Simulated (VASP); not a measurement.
# Ir (P6_3/mmc) in VASP: further runs

Ir is run at these levels: PBEsol; tasks: single point.

All numbers are computed with VASP 6.6.1; they aren't measurements. Logs are shortened: lines on timing, memory, paths and dates and some standing lists are left out, and cuts for length are marked.

## Step 1: The cell of the first run

It takes space group P6_3/mmc (No. 194, hexagonal). The conventional cell has a = 2.677 Å, b = 2.677 Å, c = 4.344 Å, α = 90.00°, β = 90.00°, γ = 120.00°. Ir (site symmetry -6m2) has 12 Ir at 2.67 to 2.68 Å within 3.5 Å.

## Step 2: Single point, PBEsol

The input, INCAR:

```
SYSTEM = Ir
ALGO = Normal ; EDIFF = 1E-6
ENCUT = 520 ; GGA = PS
ISIF = 2 ; ISMEAR = -1
LASPH = .TRUE. ; LCHARG = .TRUE.
LELF = .TRUE. ; LREAL = .FALSE.
LVHAR = .TRUE. ; LWAVE = .FALSE.
NBANDS = 16 ; NELM = 80
PREC = Accurate ; SIGMA = 0.05
```

The input, KPOINTS:

```
k-points
0
G
  11 11 6
  0 0 0
```

The input, POSCAR:

```
Ir
1.0
    2.6766511080      0.0000000000      0.0000000000
   -1.3383255540      2.3180478566      0.0000000000
    0.0000000000      0.0000000000      4.3439065752
Ir
2
Direct
    0.3333333333      0.6666666667      0.2500000000
    0.6666666667      0.3333333333      0.7500000000
```

Potentials or basis: VASP PAW PBE potentials, release 64 (Ir).

The run is started by

```bash
cat potpaw_PBE.64/Ir/POTCAR > POTCAR
mpirun -np 1 vasp_std > vasp.out
```

OUTCAR:

```text
SYSTEM = Ir
   EDIFF = 1E-6
   ENCUT = 520
   GGA = PS
   ISIF = 2
   ISMEAR = -1
   LASPH = .TRUE.
   LREAL = .FALSE.
   NELM = 80
   PREC = Accurate

 ion  position               nearest neighbor table
   1  0.333  0.667  0.250-   2 2.67   2 2.67   2 2.67   2 2.67   2 2.67   2 2.67
   2  0.667  0.333  0.750-   1 2.67   1 2.67   1 2.67   1 2.67   1 2.67   1 2.67

  LATTYP: Found a hexagonal cell.
 ALAT       =     2.6766511080
 C/A-ratio  =     1.6228886022

  Lattice vectors:

 A1 = (   2.6766511080,   0.0000000000,   0.0000000000)
 A2 = (  -1.3383255540,   2.3180478566,   0.0000000000)
 A3 = (   0.0000000000,   0.0000000000,   4.3439065752)

Analysis of symmetry for initial positions (statically):
=====================================================================
 Subroutine PRICEL returns:
 Original cell was already a primitive cell.

 Routine SETGRP: Setting up the symmetry group for a
 hexagonal supercell.

 Subroutine GETGRP returns: Found 24 space group operations
 (whereof 12 operations were pure point group operations)
 out of a pool of 24 trial point group operations.

The static configuration has the point symmetry D_3d.
 The point group associated with its full space group is D_6h.

Analysis of symmetry for dynamics (positions and initial velocities):
=====================================================================
 Subroutine PRICEL returns:
 Original cell was already a primitive cell.

 Routine SETGRP: Setting up the symmetry group for a
 hexagonal supercell.

 Subroutine GETGRP returns: Found 24 space group operations
 (whereof 12 operations were pure point group operations)
 out of a pool of 24 trial point group operations.

The dynamic configuration has the point symmetry D_3d.
 The point group associated with its full space group is D_6h.

 Subroutine INISYM returns: Found 24 space group operations
 (whereof 12 operations are pure point group operations),
 and found     1 'primitive' translations

----------------------------------------------------------------------------------------

                                     Primitive cell

  volume of cell :      26.9522

  direct lattice vectors                    reciprocal lattice vectors
     2.676651108  0.000000000  0.000000000     0.373601175  0.215698739  0.000000000
    -1.338325554  2.318047857  0.000000000     0.000000000  0.431397478  0.000000000
     0.000000000  0.000000000  4.343906575     0.000000000  0.000000000  0.230207529

  length of vectors
     2.676651108  2.676651108  4.343906575     0.431397478  0.431397478  0.230207529
[... 81 lines left out ...]
   EDIFF  = 0.1E-05   stopping-criterion for ELM
   LREAL  =      F    real-space projection
   EDIFFG = 0.1E-04   stopping-criterion for IOM
   NSW    =      0    number of steps for IOM
   IBRION =     -1    ionic relax: 0-MD 1-quasi-New 2-CG
   NFREE  =      0    steps in history (QN), initial steepest desc. (CG)
   ISIF   =      2    stress and relaxation
   ISYM   =      2    0-nonsym 1-usesym 2-fastsym
   POTIM  = 0.5000    time-step for ionic-motion
   TEBEG  =    0.0;   TEEND  =   0.0 temperature during run
   PSTRESS=    0.0 pullay stress
   NELECT =      18.0000    total number of electrons
   NUPDOWN=      -1.0000    fix difference up-down
   EMIN   =  10.00;   EMAX   =-10.00  energy-range for DOS
   EFERMI =   0.00;   METHOD = LEGACY
   ISMEAR =    -1;   SIGMA  =   0.05  broadening in eV -4-tet -1-fermi 0-gaus
   EFERMI_NEDOS =   21; number of points for ismear=-14 and -15
   IALGO  =     38    algorithm
   IMIX   =      4    mixing-type and parameters
     AMIX     =   0.40;   BMIX     =  1.00
     AMIX_MAG =   1.60;   BMIX_MAG =  1.00
  volume/ion in A,a.u.               =      13.48        90.94
  Fermi-wavevector in a.u.,A,eV,Ry     =   1.430982  2.704164 27.860772  2.047709
  Thomas-Fermi vector in A             =   2.550768
   LORBIT       =      0    0 simple, 1 ext, 2 COOP (PROOUT), +10 PAW based schemes
   GGA     = PS    functional components
   LHFCALC =     F    Hartree Fock is set to
   AEXX    =    0.0000 exact exchange contribution
   IVDW    =     0    specifies the selected vdW correction
   LEPSILON=     F    determine dielectric tensor
   LRPA    =     F    only Hartree local field effects (RPA)
 non-spin polarized calculation
  energy-cutoff  :      520.00
  volume of cell :       26.95
 maximum number of plane-waves:       752
 NGX is ok and might be reduce to    20
   NGX =  9   NGY =  9   NGZ = 17

 number of electron      17.9999998 magnetization

 Free energy of the ion-electron system (eV)
  ---------------------------------------------------
  ext. energy  EPLUGINS =         0.00000000
  ---------------------------------------------------
  free energy    TOTEN  =       -19.38188216 eV

  energy without entropy =      -19.35947760  energy(sigma->0) =      -19.37067988

 E-fermi :  11.2295     XC(G=0): -14.3881

 val. band max:       11.2142728850   @ k =   0.3636   0.1818   0.1667
 cond. band min:      11.2308746739   @ k =   0.2727   0.0909   0.3333
 fundamental gap:      0.0166017888
 Fermi energy:        11.2294800075

 k-point     1 :       0.0000    0.0000    0.0000
  band No.  band energies     occupation
      1      -0.6131      2.00000
      2       2.4610      2.00000
      3       6.9541      2.00000
      4       7.0680      2.00000
      5       7.0680      2.00000
      6       7.7887      2.00000
[... 433 lines left out ...]
      3       5.4272      2.00000
      4       5.6740      2.00000
      5       6.7444      2.00000
      6       7.4286      2.00000
[... 8 lines left out ...]
     15      27.0765      0.00000
     16      28.0824      0.00000

 [... further k-points ...]

------------------------ aborting loop because EDIFF is reached ----------------------------------------

  FORCE on cell =-STRESS in cart. coord.  units (eV):
  Direction    XX          YY          ZZ          XY          YZ          ZX
  --------------------------------------------------------------------------------------
  -------------------------------------------------------------------------------------
  Total        3.6060621      3.6060621      3.6266258      0.0000000      0.0000000      0.0000000
  in kB      214.3626657    214.3626657    215.5850758      0.0000000      0.0000000      0.0000000
  external PRESSURE =     214.7701358 kB  Pullay stress =       0.0000000 kB

 VOLUME and BASIS-vectors are now :
 -----------------------------------------------------------------------------
  energy-cutoff  :      520.00
  volume of cell :       26.95
      direct lattice vectors                 reciprocal lattice vectors
     2.676651108  0.000000000  0.000000000     0.373601175  0.215698739  0.000000000
    -1.338325554  2.318047857  0.000000000     0.000000000  0.431397478  0.000000000
     0.000000000  0.000000000  4.343906575     0.000000000  0.000000000  0.230207529

 POSITION                                       TOTAL-FORCE (eV/Angst)
 -----------------------------------------------------------------------------------
     -0.00000      1.54537      1.08598        -0.000000      0.000000      0.000000
      1.33833      0.77268      3.25793         0.000000     -0.000000      0.000000
 -----------------------------------------------------------------------------------
    total drift:                                0.000000     -0.000000     -0.000000

  FREE ENERGIE OF THE ION-ELECTRON SYSTEM (eV)
  ---------------------------------------------------
  free  energy   TOTEN  =       -19.3818821607 eV

  energy  without entropy=      -19.3594776042  energy(sigma->0) =      -19.37067988
```

Run time: 14 s. Hardware: 1 thread of AMD EPYC 9R45 (Zen 5), shared host; peak memory 0.12 GiB.

What came out:

```yaml
Free_energy: -19.3819 eV
Pressure: 21.5 GPa
Band_gap_on_the_k_mesh: zero (band 9 reaches 12.32 eV, above the bottom of band 10 at 8.77 eV)
```

Stress tensor (GPa, compression positive):
```
21.44  0.00  0.00
 0.00 21.44  0.00
 0.00  0.00 21.56
```

Caveat: the PAW data sets were made with another functional, which shifts forces and pressure a little; spin-orbit coupling is left out, which moves the levels of the heavy elements.

## Step 3: Single point, PBEsol

This run uses another cell than the first one, of 13.94 Å³/atom, 1.034 times its volume.

The input, INCAR:

```
PREC = Accurate
ENCUT = 520
EDIFF = 1E-6
ISMEAR = -1
SIGMA = 0.05
LREAL = F
LASPH = T
NELM = 60
ALGO = Normal
ISIF = 2
LWAVE = F
LCHARG = F
GGA = PS
NBANDS = 16
```

The input, KPOINTS:

```
regular mesh
0
Gamma
  11 11 6
```

The input, POSCAR:

```
Ir
1.0
    2.7078921619      0.0000000000      0.0000000000
   -1.3539460809      2.3451034029      0.0000000000
    0.0000000000      0.0000000000      4.3905395095
Ir
2
Direct
    0.3333333333      0.6666666667      0.2500000000
    0.6666666667      0.3333333333      0.7500000000
```

Potentials or basis: VASP PAW PBE potentials, release 64 (Ir).

The run is started by

```bash
cat potpaw_PBE.64/Ir/POTCAR > POTCAR
mpirun -np 1 vasp_std > vasp.out
```

Run time: 15 s. Hardware: 1 thread of AMD EPYC 9R45 (Zen 5), shared host; peak memory 0.12 GiB.

It converged, with:

- Free energy: -19.4608 eV
- Pressure: 6.1 GPa
- Band gap on the k mesh: zero (band 9 reaches 11.63 eV, above the bottom of band 10 at 8.28 eV)

Stress tensor (GPa, compression positive):
```
6.10 0.00 0.00
0.00 6.10 0.00
0.00 0.00 6.20
```

Levels at points of the mesh, in eV from the Fermi level:
```
           k point  band 7  band 8  band 9  band 10  band 11  band 12
(0.00, 0.00, 0.00)   -3.26   -2.44   -2.44    -0.91     0.29     0.29
(0.00, 0.00, 0.50)   -4.07   -4.07   -0.47    -0.47    -0.47    -0.47
```

Caveat: the PAW data sets were made with another functional, which shifts forces and pressure a little; spin-orbit coupling is left out, which moves the levels of the heavy elements.

## Step 4: Single point, PBEsol

This run uses another cell than the first one, of 13.78 Å³/atom, 1.022 times its volume.

The input, INCAR:

```
PREC     = Accurate       # precision mode
ENCUT    = 520            # plane-wave cutoff, eV
EDIFF    = 1E-6           # SCF threshold, eV
ISMEAR   = -1             # smearing method
SIGMA    = 0.05           # smearing width, eV
LREAL    = False          # projectors in reciprocal space
LASPH    = True           # aspherical terms in the spheres
NELM     = 100            # most SCF steps
ALGO     = Normal         # electronic algorithm
ISIF     = 2              # what is computed and relaxed
LWAVE    = False          # write WAVECAR
LCHARG   = False          # write CHGCAR
GGA      = PS             # functional
NBANDS   = 16             # bands
```

The input, KPOINTS:

```
Automatic mesh
0
Gamma
  11 11 6
```

The input, POSCAR:

```
Ir
1.0
    2.6968683584      0.0000000000      0.0000000000
   -1.3484341792      2.3355565091      0.0000000000
    0.0000000000      0.0000000000      4.3741602012
Ir
2
Direct
    0.3333333333      0.6666666667      0.2500000000
    0.6666666667      0.3333333333      0.7500000000
```

Potentials or basis: VASP PAW PBE potentials, release 64 (Ir).

The run is started by

```bash
cat potpaw_PBE.64/Ir/POTCAR > POTCAR
mpirun -np 1 vasp_std > vasp.out
```

OUTCAR:

```text
PREC = Accurate
   ENCUT = 520
   EDIFF = 1E-6
   ISMEAR = -1
   LREAL = False
   LASPH = True
   NELM = 100
   ISIF = 2
   GGA = PS

 ion  position               nearest neighbor table
   1  0.333  0.667  0.250-   2 2.68   2 2.68   2 2.68   2 2.68   2 2.68   2 2.68
   2  0.667  0.333  0.750-   1 2.68   1 2.68   1 2.68   1 2.68   1 2.68   1 2.68

  LATTYP: Found a hexagonal cell.
 ALAT       =     2.6968683584
 C/A-ratio  =     1.6219405695

  Lattice vectors:

 A1 = (   2.6968683584,   0.0000000000,   0.0000000000)
 A2 = (  -1.3484341792,   2.3355565091,   0.0000000000)
 A3 = (   0.0000000000,   0.0000000000,   4.3741602012)

Analysis of symmetry for initial positions (statically):
=====================================================================
 Subroutine PRICEL returns:
 Original cell was already a primitive cell.

 Routine SETGRP: Setting up the symmetry group for a
 hexagonal supercell.

 Subroutine GETGRP returns: Found 24 space group operations
 (whereof 12 operations were pure point group operations)
 out of a pool of 24 trial point group operations.

The static configuration has the point symmetry D_3d.
 The point group associated with its full space group is D_6h.

Analysis of symmetry for dynamics (positions and initial velocities):
=====================================================================
 Subroutine PRICEL returns:
 Original cell was already a primitive cell.

 Routine SETGRP: Setting up the symmetry group for a
 hexagonal supercell.

 Subroutine GETGRP returns: Found 24 space group operations
 (whereof 12 operations were pure point group operations)
 out of a pool of 24 trial point group operations.

The dynamic configuration has the point symmetry D_3d.
 The point group associated with its full space group is D_6h.

 Subroutine INISYM returns: Found 24 space group operations
 (whereof 12 operations are pure point group operations),
 and found     1 'primitive' translations

[... 110 lines left out ...]
   EFERMI_NEDOS =   21; number of points for ismear=-14 and -15
   IALGO  =     38    algorithm
   IMIX   =      4    mixing-type and parameters
     AMIX     =   0.40;   BMIX     =  1.00
     AMIX_MAG =   1.60;   BMIX_MAG =  1.00
  volume/ion in A,a.u.               =      13.78        92.96
  Fermi-wavevector in a.u.,A,eV,Ry     =   1.420531  2.684414 27.455311  2.017908
  Thomas-Fermi vector in A             =   2.541436
   LORBIT       =      0    0 simple, 1 ext, 2 COOP (PROOUT), +10 PAW based schemes
   GGA     = PS    functional components
   LHFCALC =     F    Hartree Fock is set to
   AEXX    =    0.0000 exact exchange contribution
   IVDW    =     0    specifies the selected vdW correction
   LEPSILON=     F    determine dielectric tensor
   LRPA    =     F    only Hartree local field effects (RPA)
 non-spin polarized calculation
  energy-cutoff  :      520.00
  volume of cell :       27.55
 maximum number of plane-waves:       768
 NGX is ok and might be reduce to    20
   NGX =  9   NGY =  9   NGZ = 17

 number of electron      18.0000001 magnetization

 Free energy of the ion-electron system (eV)
  ---------------------------------------------------
  ext. energy  EPLUGINS =         0.00000000
  ---------------------------------------------------
  free energy    TOTEN  =       -19.44286228 eV

  energy without entropy =      -19.41965043  energy(sigma->0) =      -19.43125635

 E-fermi :  10.8272     XC(G=0): -14.2581

 val. band max:       10.8154323862   @ k =   0.3636   0.1818   0.1667
 cond. band min:      10.8280947401   @ k =   0.2727   0.0909   0.3333
 fundamental gap:      0.0126623539
 Fermi energy:        10.8271948555

 k-point     1 :       0.0000    0.0000    0.0000
  band No.  band energies     occupation
      1      -0.7664      2.00000
      2       2.3100      2.00000
      3       6.7004      2.00000
      4       6.8076      2.00000
      5       6.8076      2.00000
      6       7.5032      2.00000
[... 433 lines left out ...]
      3       5.2101      2.00000
      4       5.4530      2.00000
      5       6.4959      2.00000
      6       7.1542      2.00000
[... 8 lines left out ...]
     15      26.4683      0.00000
     16      27.5755      0.00000

 [... further k-points ...]

------------------------ aborting loop because EDIFF is reached ----------------------------------------

  FORCE on cell =-STRESS in cart. coord.  units (eV):
  Direction    XX          YY          ZZ          XY          YZ          ZX
  --------------------------------------------------------------------------------------
  -------------------------------------------------------------------------------------
  Total        1.9260790      1.9260790      1.9432675      0.0000000     -0.0000000      0.0000000
  in kB      112.0056337    112.0056337    113.0051824      0.0000000     -0.0000000      0.0000000
  external PRESSURE =     112.3388166 kB  Pullay stress =       0.0000000 kB

 VOLUME and BASIS-vectors are now :
 -----------------------------------------------------------------------------
  energy-cutoff  :      520.00
  volume of cell :       27.55
      direct lattice vectors                 reciprocal lattice vectors
     2.696868358  0.000000000  0.000000000     0.370800450  0.214081739  0.000000000
    -1.348434179  2.335556509  0.000000000     0.000000000  0.428163479  0.000000000
     0.000000000  0.000000000  4.374160201     0.000000000  0.000000000  0.228615312

 POSITION                                       TOTAL-FORCE (eV/Angst)
 -----------------------------------------------------------------------------------
     -0.00000      1.55704      1.09354        -0.000000      0.000000      0.000000
      1.34843      0.77852      3.28062         0.000000     -0.000000      0.000000
 -----------------------------------------------------------------------------------
    total drift:                               -0.000000      0.000000     -0.000000

  FREE ENERGIE OF THE ION-ELECTRON SYSTEM (eV)
  ---------------------------------------------------
  free  energy   TOTEN  =       -19.4428622829 eV

  energy  without entropy=      -19.4196504258  energy(sigma->0) =      -19.43125635
```

stdout:

```text
POSCAR found type information on POSCAR Ir
 POSCAR found :  1 types and       2 ions
 scaLAPACK will be used
 -----------------------------------------------------------------------------
|                                                                             |
|                                                                             |
|     You enforced a specific xc type in the INCAR file but a different       |
|     I HOPE YOU KNOW WHAT YOU ARE DOING!                                     |
|                                                                             |
 -----------------------------------------------------------------------------

 LDA part: xc-table for (Slater+PW92), standard interpolation
 POSCAR, INCAR and KPOINTS ok, starting setup
 FFT: planning ... GRIDC
 FFT: planning ... GRID_SOFT
 FFT: planning ... GRID
 WAVECAR not read
 entering main loop
```

Wall time 15 s (1 thread of AMD EPYC 9R45 (Zen 5), shared host); peak memory 0.12 GiB.

What came out:

```yaml
Free_energy: -19.4429 eV
Pressure: 11.2 GPa
Band_gap_on_the_k_mesh: zero (band 9 reaches 11.87 eV, above the bottom of band 10 at 8.45 eV)
```

Stress tensor (GPa, compression positive):
```
11.20  0.00  0.00
 0.00 11.20  0.00
 0.00  0.00 11.30
```

Caveat: the PAW data sets were made with another functional, which shifts forces and pressure a little; spin-orbit coupling is left out, which moves the levels of the heavy elements.

(Continued in part 2 of 2.)
